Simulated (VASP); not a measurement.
# NiO2 (Fd-3m) in VASP: single point with r2SCAN

Aim: the single point of NiO2 with r2SCAN.

Everything below comes from runs of VASP 6.6.1. Logs are shortened: lines on timing, memory, paths and dates and some standing lists are left out, and cuts for length are marked.

## 1. The cell of the first run

It takes space group Fd-3m (No. 227, cubic). Conventional cell: a = 7.835 Å, b = 7.835 Å, c = 7.835 Å, α = 90.00°, β = 90.00°, γ = 90.00°. Ni (site symmetry -3m) has 6 O at 1.86 Å within 2.5 Å. O (site symmetry 3m) has 3 Ni at 1.86 Å and 3 O at 2.47 Å within 2.5 Å.

## 2. Single point, r2SCAN

File POSCAR:

```
NiO2
1.0
    0.0000000000      3.9175385118      3.9175385118
    3.9175385118      0.0000000000      3.9175385118
    3.9175385118      3.9175385118      0.0000000000
Ni O
4 8
Direct
    0.6250000000      0.6250000000      0.6250000000
    0.6250000000      0.6250000000      0.1250000000
    0.6250000000      0.1250000000      0.6250000000
    0.1250000000      0.6250000000      0.6250000000
    0.4154898304      0.8615033899      0.8615033899
    0.8615033899      0.8615033899      0.8615033899
    0.8345101696      0.3884966101      0.3884966101
    0.3884966101      0.3884966101      0.8345101696
    0.3884966101      0.3884966101      0.3884966101
    0.3884966101      0.8345101696      0.3884966101
    0.8615033899      0.8615033899      0.4154898304
    0.8615033899      0.4154898304      0.8615033899
```

File INCAR.step1:

```
  ALGO = Normal
  EDIFF = 1E-5
  ENCUT = 660
  GGA = PE
  GGA_COMPAT = False
  ISMEAR = 0
  LASPH = True
  LCHARG = False
  LREAL = False
  LWAVE = True
  NBANDS = 72
  NELM = 120
  PREC = Accurate
  SIGMA = 0.05
```

File INCAR.step2:

```
  ALGO = Normal
  EDIFF = 1E-6
  ENCUT = 660
  GGA_COMPAT = False
  ISIF = 2
  ISMEAR = 0
  ISTART = 1
  LASPH = True
  LCHARG = False
  LMIXTAU = True
  LREAL = False
  LWAVE = False
  METAGGA = R2SCAN
  NBANDS = 72
  NELM = 120
  PREC = Accurate
  SIGMA = 0.05
```

File KPOINTS:

```
k-points
0
Gamma
  6 6 6
```

Potentials or basis: VASP PAW PBE potentials, release 64 (Ni_sv_GW, O).

Started as:

```console
> cat potpaw_PBE.64/Ni_sv_GW/POTCAR potpaw_PBE.64/O/POTCAR > POTCAR
> cp INCAR.step1 INCAR
> mpirun -np 1 vasp_std > vasp.out
> cp INCAR.step2 INCAR
> mpirun -np 1 vasp_std > vasp.out
```

OUTCAR:

```text
EDIFF = 1E-6
   ENCUT = 660
   ISIF = 2
   ISMEAR = 0
   ISTART = 1
   LASPH = True
   LREAL = False
   METAGGA = R2SCAN
   NELM = 120
   PREC = Accurate

 ion  position               nearest neighbor table
   1  0.625  0.625  0.625-   5 1.86   7 1.86   8 1.86  10 1.86  11 1.86  12 1.86
   2  0.625  0.625  0.125-   5 1.86   7 1.86  10 1.86  12 1.86   6 1.86   9 1.86
   3  0.625  0.125  0.625-   5 1.86   7 1.86   8 1.86  11 1.86   9 1.86   6 1.86
   4  0.125  0.625  0.625-   8 1.86  10 1.86  11 1.86  12 1.86   9 1.86   6 1.86
   5  0.415  0.862  0.862-   2 1.86   3 1.86   1 1.86
   6  0.862  0.862  0.862-   2 1.86   3 1.86   4 1.86
   7  0.835  0.388  0.388-   2 1.86   3 1.86   1 1.86
   8  0.388  0.388  0.835-   3 1.86   4 1.86   1 1.86
   9  0.388  0.388  0.388-   2 1.86   3 1.86   4 1.86
  10  0.388  0.835  0.388-   2 1.86   4 1.86   1 1.86
  11  0.862  0.862  0.415-   3 1.86   4 1.86   1 1.86
  12  0.862  0.415  0.862-   2 1.86   4 1.86   1 1.86

  LATTYP: Found a face centered cubic cell.
 ALAT       =     7.8350770236

  Lattice vectors:

 A1 = (   0.0000000000,   3.9175385118,   3.9175385118)
 A2 = (   3.9175385118,   0.0000000000,   3.9175385118)
 A3 = (   3.9175385118,   3.9175385118,   0.0000000000)

Analysis of symmetry for initial positions (statically):
=====================================================================
 Subroutine PRICEL returns:
 Original cell was already a primitive cell.

 Routine SETGRP: Setting up the symmetry group for a
 face centered cubic supercell.

 Subroutine GETGRP returns: Found 48 space group operations
 (whereof 24 operations were pure point group operations)
 out of a pool of 48 trial point group operations.

The static configuration has the point symmetry T_d .
 The point group associated with its full space group is O_h .

Analysis of symmetry for dynamics (positions and initial velocities):
=====================================================================
 Subroutine PRICEL returns:
 Original cell was already a primitive cell.

 Routine SETGRP: Setting up the symmetry group for a
 face centered cubic supercell.

 Subroutine GETGRP returns: Found 48 space group operations
 (whereof 24 operations were pure point group operations)
 out of a pool of 48 trial point group operations.

The dynamic configuration has the point symmetry T_d .
 The point group associated with its full space group is O_h .

 Subroutine INISYM returns: Found 48 space group operations
 (whereof 24 operations are pure point group operations),
 and found     1 'primitive' translations

----------------------------------------------------------------------------------------

                                     Primitive cell

  volume of cell :     120.2458

  direct lattice vectors                    reciprocal lattice vectors
     0.000000000  3.917538512  3.917538512    -0.127631164  0.127631164  0.127631164
     3.917538512  0.000000000  3.917538512     0.127631164 -0.127631164  0.127631164
     3.917538512  3.917538512  0.000000000     0.127631164  0.127631164 -0.127631164

  length of vectors
     5.540236095  5.540236095  5.540236095     0.221063661  0.221063661  0.221063661

  position of ions in fractional coordinates (direct lattice)
     0.625000000  0.625000000  0.625000000
     0.625000000  0.625000000  0.125000000
     0.625000000  0.125000000  0.625000000
     0.125000000  0.625000000  0.625000000
     0.415489830  0.861503390  0.861503390
     0.861503390  0.861503390  0.861503390
     0.834510170  0.388496610  0.388496610
     0.388496610  0.388496610  0.834510170
     0.388496610  0.388496610  0.388496610
     0.388496610  0.834510170  0.388496610
     0.861503390  0.861503390  0.415489830
     0.861503390  0.415489830  0.861503390

  ion indices of the primitive-cell ions
   primitive index   ion index
                 1           1
                 2           2
                 3           3
                 4           4
                 5           5
                 6           6
                 7           7
                 8           8
                 9           9
                10          10
                11          11
                12          12

----------------------------------------------------------------------------------------

 KPOINTS: k-points

Automatic generation of k-mesh.
 Grid dimensions read from file:
 generate k-points for:    6    6    6

 Generating k-lattice:

  Cartesian coordinates                     Fractional coordinates (reciprocal lattice)
    -0.021271861  0.021271861  0.021271861     0.166666667  0.000000000  0.000000000
     0.021271861 -0.021271861  0.021271861     0.000000000  0.166666667  0.000000000
     0.021271861  0.021271861 -0.021271861     0.000000000  0.000000000  0.166666667

  Length of vectors
     0.036843943  0.036843943  0.036843943

  Shift w.r.t. Gamma in fractional coordinates (k-lattice)
     0.000000000  0.000000000  0.000000000

 Subroutine IBZKPT returns following result:
 ===========================================

 Found     16 irreducible k-points:

 Following reciprocal coordinates:
            Coordinates               Weight
  0.000000  0.000000  0.000000      1.000000
  0.166667  0.000000  0.000000      8.000000
  0.333333  0.000000  0.000000      8.000000
  0.500000  0.000000  0.000000      4.000000
  0.166667  0.166667  0.000000      6.000000
  0.333333  0.166667  0.000000     24.000000
[... 8 lines left out ...]
 -0.333333  0.333333  0.166667     24.000000
 -0.333333  0.500000  0.166667     12.000000
   k-points           NKPTS =     16   k-points in BZ     NKDIM =     16   number of bands    NBANDS=     72
   number of dos      NEDOS =    301   number of ions     NIONS =     12
   total plane-waves  NPLWV = 110592
   dimension x,y,z NGX =    48 NGY =   48 NGZ =   48
   dimension x,y,z NGXF=    96 NGYF=   96 NGZF=   96
   ions per type =               4   8
   NGX,Y,Z   is equivalent  to a cutoff of  14.40, 14.40, 14.40 a.u.
   NGXF,Y,Z  is equivalent  to a cutoff of  28.81, 28.81, 28.81 a.u.
 SYSTEM =  unknown system
   PREC   = accura    normal or accurate (medium, high low for compatibility)
   ISTART =      1    job   : 0-new  1-cont  2-samecut
   ICHARG =      0    charge: 1-file 2-atom 10-const
   ISPIN  =      1    spin polarized calculation?
   LNONCOLLINEAR =      F non collinear calculations
   LSORBIT =      F    spin-orbit coupling
   LASPH  =      T    aspherical Exc in radial PAW
   ENCUT  =  660.0 eV  48.51 Ry    6.96 a.u.  11.61 11.61 11.61*2*pi/ulx,y,z
   NELM   =    120;   NELMIN=  2; NELMDL=  0     # of ELM steps
   EDIFF  = 0.1E-05   stopping-criterion for ELM
   LREAL  =      F    real-space projection
   EDIFFG = 0.1E-04   stopping-criterion for IOM
   NSW    =      0    number of steps for IOM
   IBRION =     -1    ionic relax: 0-MD 1-quasi-New 2-CG
   NFREE  =      0    steps in history (QN), initial steepest desc. (CG)
   ISIF   =      2    stress and relaxation
   ISYM   =      2    0-nonsym 1-usesym 2-fastsym
   POTIM  = 0.5000    time-step for ionic-motion
   TEBEG  =    0.0;   TEEND  =   0.0 temperature during run
   PSTRESS=    0.0 pullay stress
   NELECT =     120.0000    total number of electrons
   NUPDOWN=      -1.0000    fix difference up-down
   EMIN   =  10.00;   EMAX   =-10.00  energy-range for DOS
   EFERMI =   0.00;   METHOD = LEGACY
   ISMEAR =     0;   SIGMA  =   0.05  broadening in eV -4-tet -1-fermi 0-gaus
   EFERMI_NEDOS =   21; number of points for ismear=-14 and -15
   IALGO  =     38    algorithm
   IMIX   =      4    mixing-type and parameters
     AMIX     =   0.40;   BMIX     =  1.00
     AMIX_MAG =   1.60;   BMIX_MAG =  1.00
  volume/ion in A,a.u.               =      10.02        67.62
  Fermi-wavevector in a.u.,A,eV,Ry     =   1.635982  3.091559 36.415157  2.676439
  Thomas-Fermi vector in A             =   2.727365
   LORBIT       =      0    0 simple, 1 ext, 2 COOP (PROOUT), +10 PAW based schemes
   METAGGA = R2SCAN    functional components
   LHFCALC =     F    Hartree Fock is set to
   AEXX    =    0.0000 exact exchange contribution
   IVDW    =     0    specifies the selected vdW correction
   LEPSILON=     F    determine dielectric tensor
   LRPA    =     F    only Hartree local field effects (RPA)
 non-spin polarized calculation
 Gauss-broadening in eV      SIGMA  =   0.05
  energy-cutoff  :      660.00
  volume of cell :      120.25
 maximum number of plane-waves:      4656
 NGX is ok and might be reduce to    48
   NGX = 23   NGY = 23   NGZ = 23

 number of electron     120.0000079 magnetization

 Free energy of the ion-electron system (eV)
  ---------------------------------------------------
  ext. energy  EPLUGINS =         0.00000000
  ---------------------------------------------------
  free energy    TOTEN  =      -110.16084654 eV

  energy without entropy =     -110.16084654  energy(sigma->0) =     -110.16084654

 E-fermi :   2.1958     XC(G=0): -12.0475

 val. band max:        1.7725273826   @ k =  -0.3333   0.3333   0.0000
 cond. band min:       3.3864140484   @ k =   0.5000   0.5000   0.0000
 fundamental gap:      1.6138866658
 Fermi energy:         2.1957817340

 k-point     1 :       0.0000    0.0000    0.0000
  band No.  band energies     occupation
      1    -105.8811      2.00000
      2    -105.8764      2.00000
      3    -105.8764      2.00000
      4    -105.8764      2.00000
      5     -64.9636      2.00000
      6     -64.9101      2.00000
[... 64 lines left out ...]
     71      14.4556      0.00000
     72      14.4681      0.00000
[... 1123 lines left out ...]
     71      15.0257      0.00000
     72      15.0279      0.00000

------------------------ aborting loop because EDIFF is reached ----------------------------------------

  FORCE on cell =-STRESS in cart. coord.  units (eV):
  Direction    XX          YY          ZZ          XY          YZ          ZX
  --------------------------------------------------------------------------------------
  -------------------------------------------------------------------------------------
  Total       -0.1821496     -0.1821496     -0.1821496      0.0000000     -0.0000000      0.0000000
  in kB       -2.4269953     -2.4269953     -2.4269953      0.0000000     -0.0000000      0.0000000
  external PRESSURE =      -2.4269953 kB  Pullay stress =       0.0000000 kB

 VOLUME and BASIS-vectors are now :
 -----------------------------------------------------------------------------
  energy-cutoff  :      660.00
  volume of cell :      120.25
      direct lattice vectors                 reciprocal lattice vectors
     0.000000000  3.917538512  3.917538512    -0.127631164  0.127631164  0.127631164
     3.917538512  0.000000000  3.917538512     0.127631164 -0.127631164  0.127631164
     3.917538512  3.917538512  0.000000000     0.127631164  0.127631164 -0.127631164

 POSITION                                       TOTAL-FORCE (eV/Angst)
 -----------------------------------------------------------------------------------
      4.89692      4.89692      4.89692         0.000000      0.000000      0.000000
      2.93815      2.93815      4.89692         0.000000      0.000000      0.000000
      2.93815      4.89692      2.93815         0.000000      0.000000      0.000000
      4.89692      2.93815      2.93815         0.000000      0.000000      0.000000
      6.74995      5.00267      5.00267         0.035578     -0.035578     -0.035578
      6.74995      6.74995      6.74995         0.035578      0.035578      0.035578
      3.04390      4.79118      4.79118        -0.035578      0.035578      0.035578
      4.79118      4.79118      3.04390         0.035578      0.035578     -0.035578
      3.04390      3.04390      3.04390        -0.035578     -0.035578     -0.035578
      4.79118      3.04390      4.79118         0.035578     -0.035578      0.035578
      5.00267      5.00267      6.74995        -0.035578     -0.035578      0.035578
      5.00267      6.74995      5.00267        -0.035578      0.035578     -0.035578
 -----------------------------------------------------------------------------------
    total drift:                                0.000000      0.000000      0.000000

  FREE ENERGIE OF THE ION-ELECTRON SYSTEM (eV)
  ---------------------------------------------------
  free  energy   TOTEN  =      -110.1608465389 eV

  energy  without entropy=     -110.1608465389  energy(sigma->0) =     -110.16084654
```

Wall time 21 min (1 thread of Intel Xeon Platinum 8259CL at 2.50GHz (Skylake/Cascade Lake), shared host); peak memory 0.45 GiB.

What came out:

```
Free energy            : -110.1608 eV
Pressure               : -0.2 GPa
Largest force          : 0.062 eV/Å
Band gap on the k mesh : 1.61 eV (least direct gap 1.65 eV)
```

Forces on the atoms (eV/Å):
```
Ni   0.000  0.000  0.000
Ni   0.000  0.000  0.000
Ni   0.000  0.000  0.000
Ni   0.000  0.000  0.000
O    0.036 -0.036 -0.036
O    0.036  0.036  0.036
O   -0.036  0.036  0.036
O    0.036  0.036 -0.036
O   -0.036 -0.036 -0.036
O    0.036 -0.036  0.036
O   -0.036 -0.036  0.036
O   -0.036  0.036 -0.036
```

Levels at points of the mesh, in eV from the valence-band top:
| k point | band 58 | band 59 | band 60 | band 61 | band 62 | band 63 |
| --- | --- | --- | --- | --- | --- | --- |
| (0.00, 0.00, 0.00) | -0.32 | -0.32 | -0.32 | 2.47 | 2.47 | 2.47 |
| (0.50, 0.00, 0.00) | -0.40 | -0.29 | -0.29 | 2.15 | 2.15 | 2.15 |
| (0.50, 0.50, 0.00) | -0.20 | -0.04 | -0.04 | 1.61 | 1.61 | 2.05 |

Caveat: the PAW data sets were made with another functional, which shifts forces and pressure a little; the run has no spin polarisation, though such a crystal can be magnetic. A k mesh can miss the band edges.
